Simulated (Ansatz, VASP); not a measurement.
# One calculation of B3P2, two programs

```
CELL_PARAMETERS angstrom
3.06761 0.00001 0.00132
-1.53380 2.65707 -0.00097
0.00069 0.00010 6.40015
ATOMIC_POSITIONS crystal
B 0.00001 0.00001 0.99996
B 0.33333 0.66663 0.47760
B 0.66658 0.33329 0.52241
P 0.33330 0.66675 0.18044
P 0.66678 0.33331 0.81959
```

Change from the starting cell: anti-A-type sesquioxide type (P-3m1, No. 164); cell x1, atoms moved at random (sigma 0.15 Å) and cell strained at random (1.5 %), then relaxed without symmetry.

Alike in both runs: functional PBE; k mesh 12 × 12 × 4; occupations gaussian, width 0.1 eV; no spin polarisation.

Ansatz relaxed the structure, and its values are those at the end. VASP's run is a single point on that final structure, the one shown.

|  | VASP | Ansatz |
| --- | --- | --- |
| version | VASP 6.6.1 | Ansatz 0.2.0 |
| potentials or method | VASP PAW PBE potentials, release 64 (B, P), cutoff 520 eV | scalar-relativistic, plane waves, PAW |
| valence electrons in the cell | 19 | 19 |

```csv
,VASP,Ansatz,Ansatz less VASP
gap on the k mesh at the Fermi level (eV),none,none,-
pressure (GPa),-0.2,0.0,+0.19
rms of the force components (eV/Å),0.004,0.001,-0.0029
```

A gap of «none» marks a metal or a gap that the smearing closes. The functional is the same, so the differences come from potentials, cutoffs and numerics.
